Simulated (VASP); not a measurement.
# AgBr (Fm-3m) in VASP: further runs

The runs below take AgBr through single point, relaxation of cell and atoms, with PBEsol.

Everything below comes from runs of VASP 6.6.1. Logs are shortened: lines on timing, memory, paths and dates and some standing lists are left out, and cuts for length are marked.

### Step 1. The cell of the first run

It takes space group Fm-3m (No. 225, cubic). Conventional cell: a = 5.675 Å, b = 5.675 Å, c = 5.675 Å, α = 90.00°, β = 90.00°, γ = 90.00°. Within 3.7 Å of Ag (site symmetry m-3m) lie 6 Br at 2.84 Å. Within 3.7 Å of Br (site symmetry m-3m) lie 6 Ag at 2.84 Å.

### Step 2. Single point, PBEsol

Contents of INCAR:

```
PREC = Accurate ; ENCUT = 500
EDIFF = 1E-6 ; ISMEAR = 0
SIGMA = 0.02 ; LREAL = False
LASPH = True ; NELM = 120
ALGO = Normal ; ISIF = 2
LWAVE = False ; LCHARG = True
GGA = PS ; LELF = True
LVHAR = True ; NBANDS = 16
GGA_COMPAT = False
```

Contents of KPOINTS:

```
Automatic mesh
0
Gamma
  10 10 10
```

Contents of POSCAR:

```
AgBr
1.0
    0.0000000000      2.8376847552      2.8376847552
    2.8376847552      0.0000000000      2.8376847552
    2.8376847552      2.8376847552      0.0000000000
Ag Br
1 1
Direct
    0.0000000000      0.0000000000      0.0000000000
    0.5000000000      0.5000000000      0.5000000000
```

Potentials or basis: VASP PAW PBE potentials, release 64 (Ag, Br).

Started as:

```
cat potpaw_PBE.64/Ag/POTCAR potpaw_PBE.64/Br/POTCAR > POTCAR
mpirun -np 1 vasp_std > vasp.out
```

OUTCAR:

```text
PREC = Accurate
   ENCUT = 500
   EDIFF = 1E-6
   ISMEAR = 0
   LREAL = False
   LASPH = True
   NELM = 120
   ISIF = 2
   GGA = PS

 ion  position               nearest neighbor table
   1  0.000  0.000  0.000-   2 2.84   2 2.84   2 2.84   2 2.84   2 2.84   2 2.84
   2  0.500  0.500  0.500-   1 2.84   1 2.84   1 2.84   1 2.84   1 2.84   1 2.84

  LATTYP: Found a face centered cubic cell.
 ALAT       =     5.6753695104

  Lattice vectors:

 A1 = (   0.0000000000,   2.8376847552,   2.8376847552)
 A2 = (   2.8376847552,   0.0000000000,   2.8376847552)
 A3 = (   2.8376847552,   2.8376847552,   0.0000000000)

Analysis of symmetry for initial positions (statically):
=====================================================================
 Subroutine PRICEL returns:
 Original cell was already a primitive cell.

 Routine SETGRP: Setting up the symmetry group for a
 face centered cubic supercell.

 Subroutine GETGRP returns: Found 48 space group operations
 (whereof 48 operations were pure point group operations)
 out of a pool of 48 trial point group operations.

The static configuration has the point symmetry O_h .

Analysis of symmetry for dynamics (positions and initial velocities):
=====================================================================
 Subroutine PRICEL returns:
 Original cell was already a primitive cell.

 Routine SETGRP: Setting up the symmetry group for a
 face centered cubic supercell.

 Subroutine GETGRP returns: Found 48 space group operations
 (whereof 48 operations were pure point group operations)
 out of a pool of 48 trial point group operations.

The dynamic configuration has the point symmetry O_h .

 Subroutine INISYM returns: Found 48 space group operations
 (whereof 48 operations are pure point group operations),
 and found     1 'primitive' translations

----------------------------------------------------------------------------------------

                                     Primitive cell

  volume of cell :      45.7007

  direct lattice vectors                    reciprocal lattice vectors
     0.000000000  2.837684755  2.837684755    -0.176199981  0.176199981  0.176199981
     2.837684755  0.000000000  2.837684755     0.176199981 -0.176199981  0.176199981
     2.837684755  2.837684755  0.000000000     0.176199981  0.176199981 -0.176199981

[... 75 lines left out ...]
   ISTART =      0    job   : 0-new  1-cont  2-samecut
   ICHARG =      2    charge: 1-file 2-atom 10-const
   ISPIN  =      1    spin polarized calculation?
   LNONCOLLINEAR =      F non collinear calculations
   LSORBIT =      F    spin-orbit coupling
   LASPH  =      T    aspherical Exc in radial PAW
   ENCUT  =  500.0 eV  36.75 Ry    6.06 a.u.   7.32  7.32  7.32*2*pi/ulx,y,z
   NELM   =    120;   NELMIN=  2; NELMDL= -5     # of ELM steps
   EDIFF  = 0.1E-05   stopping-criterion for ELM
   LREAL  =      F    real-space projection
   EDIFFG = 0.1E-04   stopping-criterion for IOM
   NSW    =      0    number of steps for IOM
   IBRION =     -1    ionic relax: 0-MD 1-quasi-New 2-CG
   NFREE  =      0    steps in history (QN), initial steepest desc. (CG)
   ISIF   =      2    stress and relaxation
   ISYM   =      2    0-nonsym 1-usesym 2-fastsym
   POTIM  = 0.5000    time-step for ionic-motion
   TEBEG  =    0.0;   TEEND  =   0.0 temperature during run
   PSTRESS=    0.0 pullay stress
   NELECT =      18.0000    total number of electrons
   NUPDOWN=      -1.0000    fix difference up-down
   EMIN   =  10.00;   EMAX   =-10.00  energy-range for DOS
   EFERMI =   0.00;   METHOD = LEGACY
   ISMEAR =     0;   SIGMA  =   0.02  broadening in eV -4-tet -1-fermi 0-gaus
   EFERMI_NEDOS =   21; number of points for ismear=-14 and -15
   IALGO  =     38    algorithm
   IMIX   =      4    mixing-type and parameters
     AMIX     =   0.40;   BMIX     =  1.00
     AMIX_MAG =   1.60;   BMIX_MAG =  1.00
  volume/ion in A,a.u.               =      22.85       154.20
  Fermi-wavevector in a.u.,A,eV,Ry     =   1.200028  2.267725 19.593316  1.440068
  Thomas-Fermi vector in A             =   2.335875
   LORBIT       =      0    0 simple, 1 ext, 2 COOP (PROOUT), +10 PAW based schemes
   GGA     = PS    functional components
   LHFCALC =     F    Hartree Fock is set to
   AEXX    =    0.0000 exact exchange contribution
   IVDW    =     0    specifies the selected vdW correction
   LEPSILON=     F    determine dielectric tensor
   LRPA    =     F    only Hartree local field effects (RPA)
 non-spin polarized calculation
 Gauss-broadening in eV      SIGMA  =   0.02
  energy-cutoff  :      500.00
  volume of cell :       45.70
 maximum number of plane-waves:      1211
 NGX is ok and might be reduce to    30
   NGX = 15   NGY = 15   NGZ = 15

 number of electron      17.9999998 magnetization

 Free energy of the ion-electron system (eV)
  ---------------------------------------------------
  ext. energy  EPLUGINS =         0.00000000
  ---------------------------------------------------
  free energy    TOTEN  =        -5.69842358 eV

  energy without entropy =       -5.69842358  energy(sigma->0) =       -5.69842358

 E-fermi :   4.0683     XC(G=0): -10.2613

 val. band max:        3.9272766853   @ k =   0.5000   0.0000   0.0000
 cond. band min:       4.4255481614   @ k =   0.0000   0.0000   0.0000
 fundamental gap:      0.4982714761
 Fermi energy:         4.0683455674

 k-point     1 :       0.0000    0.0000    0.0000
  band No.  band energies     occupation
      1     -11.4142      2.00000
      2       0.9505      2.00000
      3       0.9505      2.00000
      4       0.9505      2.00000
      5       0.9507      2.00000
      6       0.9507      2.00000
[... 433 lines left out ...]
      3       0.2999      2.00000
      4       0.4058      2.00000
      5       0.8973      2.00000
      6       1.2581      2.00000
[... 8 lines left out ...]
     15      18.3466      0.00000
     16      19.2105      0.00000

 [... further k-points ...]
[... 5 lines left out ...]
  --------------------------------------------------------------------------------------
  -------------------------------------------------------------------------------------
  Total       -0.0154664     -0.0154664     -0.0154664      0.0000000     -0.0000000      0.0000000
  in kB       -0.5422217     -0.5422217     -0.5422217      0.0000000     -0.0000000      0.0000000
  external PRESSURE =      -0.5422217 kB  Pullay stress =       0.0000000 kB

 VOLUME and BASIS-vectors are now :
 -----------------------------------------------------------------------------
  energy-cutoff  :      500.00
  volume of cell :       45.70
      direct lattice vectors                 reciprocal lattice vectors
     0.000000000  2.837684755  2.837684755    -0.176199981  0.176199981  0.176199981
     2.837684755  0.000000000  2.837684755     0.176199981 -0.176199981  0.176199981
     2.837684755  2.837684755  0.000000000     0.176199981  0.176199981 -0.176199981

 POSITION                                       TOTAL-FORCE (eV/Angst)
 -----------------------------------------------------------------------------------
      0.00000      0.00000      0.00000         0.000000      0.000000      0.000000
      2.83768      2.83768      2.83768        -0.000000     -0.000000     -0.000000
 -----------------------------------------------------------------------------------
    total drift:                               -0.000000      0.000000      0.000000

  FREE ENERGIE OF THE ION-ELECTRON SYSTEM (eV)
  ---------------------------------------------------
  free  energy   TOTEN  =        -5.6984235761 eV

  energy  without entropy=       -5.6984235761  energy(sigma->0) =       -5.69842358
```

OSZICAR:

```text
N       E                     dE             d eps       ncg     rms          rms(c)
DAV:   1     0.924126396775E+02    0.92413E+02   -0.80905E+03  1544   0.961E+02
DAV:   2    -0.274071935350E+01   -0.95153E+02   -0.88112E+02  1896   0.210E+02
DAV:   3    -0.581281826906E+01   -0.30721E+01   -0.30664E+01  1816   0.398E+01
DAV:   4    -0.582764391105E+01   -0.14826E-01   -0.14825E-01  1904   0.298E+00
DAV:   5    -0.582777770932E+01   -0.13380E-03   -0.13380E-03  1872   0.279E-01    0.696E+00
DAV:   6    -0.570250241971E+01    0.12528E+00   -0.26798E-01  1848   0.713E+00    0.453E+00
DAV:   7    -0.569918824394E+01    0.33142E-02   -0.44256E-02  1632   0.141E+00    0.183E+00
DAV:   8    -0.569846414468E+01    0.72410E-03   -0.28607E-03  1880   0.530E-01    0.272E-01
DAV:   9    -0.569841628709E+01    0.47858E-04   -0.32087E-04  1840   0.208E-01    0.440E-02
DAV:  10    -0.569842023483E+01   -0.39477E-05   -0.15452E-05  1944   0.543E-02    0.180E-02
DAV:  11    -0.569842382693E+01   -0.35921E-05   -0.62119E-06  1832   0.199E-02    0.618E-03
DAV:  12    -0.569842357611E+01    0.25082E-06   -0.34894E-07   912   0.606E-03
   1 F= -.56984236E+01 E0= -.56984236E+01  d E =-.223317E-25
```

stdout:

```text
POSCAR found type information on POSCAR AgBr
 POSCAR found :  2 types and       2 ions
 scaLAPACK will be used
 -----------------------------------------------------------------------------
|                                                                             |
|                                                                             |
|     You enforced a specific xc type in the INCAR file but a different       |
|     I HOPE YOU KNOW WHAT YOU ARE DOING!                                     |
|                                                                             |
 -----------------------------------------------------------------------------

 LDA part: xc-table for (Slater+PW92), standard interpolation
 POSCAR, INCAR and KPOINTS ok, starting setup
 FFT: planning ... GRIDC
 FFT: planning ... GRID_SOFT
 FFT: planning ... GRID
 WAVECAR not read
 entering main loop
```

Wall time 28 s (1 thread of Intel Xeon Platinum 8488C (Sapphire Rapids), shared host); peak memory 0.18 GiB.

What came out:

```yaml
Free_energy: -5.6984 eV
Pressure: -0.1 GPa
Band_gap_on_the_k_mesh: 0.50 eV, indirect (least direct gap 2.57 eV)
```

Levels at points of the mesh, in eV from the valence-band top:
| k point | band 6 | band 7 | band 8 | band 9 | band 10 | band 11 | band 12 | band 13 |
| --- | --- | --- | --- | --- | --- | --- | --- | --- |
| (0.00, 0.00, 0.00) | -2.98 | -2.07 | -2.07 | -2.07 | 0.50 | 9.80 | 9.80 | 9.80 |
| (0.50, 0.00, 0.00) | -2.63 | -2.28 | 0.00 | 0.00 | 3.45 | 6.56 | 6.56 | 6.72 |
| (0.50, 0.50, 0.00) | -2.80 | -2.52 | -2.52 | -2.40 | 1.39 | 6.84 | 9.04 | 11.07 |

Caveat: the PAW data sets were made with another functional, which shifts forces and pressure a little.

### Step 3. Relaxation of cell and atoms, PBEsol

This run uses another cell than the first one, of 23.64 Å³/atom, 1.035 times its volume.

Contents of INCAR:

```
PREC     = Accurate       # precision mode
ENCUT    = 500            # plane-wave cutoff, eV
EDIFF    = 1E-7           # SCF threshold, eV
ISMEAR   = 0              # smearing method
SIGMA    = 0.02           # smearing width, eV
LREAL    = False          # projectors in reciprocal space
LASPH    = True           # aspherical terms in the spheres
NELM     = 120            # most SCF steps
ALGO     = Normal         # electronic algorithm
ISIF     = 3              # what is computed and relaxed
LWAVE    = False          # write WAVECAR
LCHARG   = False          # write CHGCAR
GGA      = PS             # functional
IBRION   = 2              # ionic algorithm
NSW      = 100            # ionic steps
EDIFFG   = -0.005         # ionic threshold
GGA_COMPAT= False        
NELMIN   = 4
```

KPOINTS is that of step 2.

Contents of POSCAR:

```
AgBr
1.0
    0.0000000000      2.8701500000      2.8701500000
    2.8701500000      0.0000000000      2.8701500000
    2.8701500000      2.8701500000      0.0000000000
Ag Br
1 1
Direct
    0.0000000000      0.0000000000      0.0000000000
    0.5000000000      0.5000000000      0.5000000000
```

Potentials or basis: VASP PAW PBE potentials, release 64 (Ag, Br).

Started as:

```
cat potpaw_PBE.64/Ag/POTCAR potpaw_PBE.64/Br/POTCAR > POTCAR
mpirun -np 1 vasp_std > vasp.out
```

OUTCAR:

```text
PREC = Accurate
   ENCUT = 500
   EDIFF = 1E-7
   ISMEAR = 0
   LREAL = False
   LASPH = True
   NELM = 120
   ISIF = 3
   GGA = PS
   IBRION = 2
   NSW = 100
   EDIFFG = -0.005
   NELMIN = 4

 ion  position               nearest neighbor table
   1  0.000  0.000  0.000-   2 2.87   2 2.87   2 2.87   2 2.87   2 2.87   2 2.87
   2  0.500  0.500  0.500-   1 2.87   1 2.87   1 2.87   1 2.87   1 2.87   1 2.87

  LATTYP: Found a face centered cubic cell.
 ALAT       =     5.7403000000

  Lattice vectors:

 A1 = (   0.0000000000,   2.8701500000,   2.8701500000)
 A2 = (   2.8701500000,   0.0000000000,   2.8701500000)
 A3 = (   2.8701500000,   2.8701500000,   0.0000000000)

Analysis of symmetry for initial positions (statically):
=====================================================================
 Subroutine PRICEL returns:
[... 261 lines left out ...]

 k-point     1 :       0.0000    0.0000    0.0000
  band No.  band energies     occupation
      1     -11.4059      2.00000
      2       0.9616      2.00000
      3       0.9616      2.00000
      4       0.9616      2.00000
      5       0.9619      2.00000
      6       0.9619      2.00000
      7       1.8654      2.00000
      8       1.8654      2.00000
      9       1.8654      2.00000
     10       4.4432      0.00000
     11      13.7460      0.00000
     12      13.7460      0.00000
     13      13.7460      0.00000
[... 354 lines left out ...]
  band No.  band energies     occupation
      1     -10.9506      2.00000
      2      -0.9658      2.00000
      3       0.3093      2.00000
      4       0.4156      2.00000
      5       0.9082      2.00000
      6       1.2702      2.00000
      7       1.6326      2.00000
      8       1.9565      2.00000
      9       2.2831      2.00000
     10       6.4747      0.00000
     11      10.9163      0.00000
     12      11.4283      0.00000
     13      13.6266      0.00000

 [... further k-points ...]
[... 5 lines left out ...]
  --------------------------------------------------------------------------------------
  -------------------------------------------------------------------------------------
  Total        0.0000416      0.0000416      0.0000416     -0.0000000     -0.0000000     -0.0000000
  in kB        0.0014615      0.0014615      0.0014615     -0.0000000     -0.0000000     -0.0000000
  external PRESSURE =       0.0014615 kB  Pullay stress =       0.0000000 kB
[... 17 lines left out ...]
  FREE ENERGIE OF THE ION-ELECTRON SYSTEM (eV)
  ---------------------------------------------------
  free  energy   TOTEN  =        -5.6987573291 eV

  energy  without entropy=       -5.6987573291  energy(sigma->0) =       -5.69875733

 reached required accuracy - stopping structural energy minimisation
```

CONTCAR:

```text
AgBr
   1.00000000000000
     0.0000000000000000    2.8363770224704408    2.8363770224704408
     2.8363770224704408   -0.0000000000000000    2.8363770224704408
     2.8363770224704408    2.8363770224704408   -0.0000000000000000
  Ag              Br
     1     1
Direct
     0.0000000000000000    0.0000000000000000    0.0000000000000000
     0.5000000000000000    0.5000000000000000    0.5000000000000000

  0.00000000E+00  0.00000000E+00  0.00000000E+00
  0.00000000E+00  0.00000000E+00  0.00000000E+00
```

Wall time 42 s (1 thread of Intel Xeon Platinum 8488C (Sapphire Rapids), shared host); peak memory 0.19 GiB.

What came out:

```
Free energy                            : -5.6988 eV
Relaxed volume                         : 22.82 Å³/atom
Relaxed cell                           : a = 4.011 Å, b = 4.011 Å, c = 4.011 Å, α = 60.00°, β = 60.00°, γ = 60.00°
Space group after relaxing (to 0.05 Å) : Fm-3m (No. 225)
Energy gained by relaxing              : 4.5 meV/atom
Ionic steps                            : 3
Pressure after relaxing                : 0.0 GPa
Band gap on the k mesh                 : 0.50 eV, indirect (least direct gap 2.58 eV)
```

Step by step:
| step | energy change (eV) | largest force (eV/Å) | pressure (GPa) | volume (Å³) |
| --- | --- | --- | --- | --- |
| 1 | 0.0000 | 0.0000 | -1.69 | 47.29 |
| 2 | -0.0090 | 0.0000 | 0.04 | 45.60 |
| 3 | -0.0090 | 0.0000 | 0.00 | 45.64 |

Final structure:
```
Ag Br
1.0
     0.00000    2.83638    2.83638
     2.83638    0.00000    2.83638
     2.83638    2.83638    0.00000
Ag Br
1 1
Direct
  0.00000 0.00000 0.00000
  0.50000 0.50000 0.50000
```

Levels at points of the mesh, in eV from the valence-band top:
| k point | band 5 | band 6 | band 7 | band 8 | band 9 | band 10 | band 11 | band 12 | band 13 |
| --- | --- | --- | --- | --- | --- | --- | --- | --- | --- |
| (0.00, 0.00, 0.00) | -2.98 | -2.98 | -2.08 | -2.08 | -2.08 | 0.50 | 9.80 | 9.80 | 9.80 |
| (0.50, 0.00, 0.00) | -2.64 | -2.64 | -2.28 | 0.00 | 0.00 | 3.44 | 6.56 | 6.56 | 6.73 |
| (0.50, 0.50, 0.00) | -3.06 | -2.80 | -2.52 | -2.52 | -2.40 | 1.39 | 6.84 | 9.05 | 11.08 |

Caveat: the PAW data sets were made with another functional, which shifts forces and pressure a little.
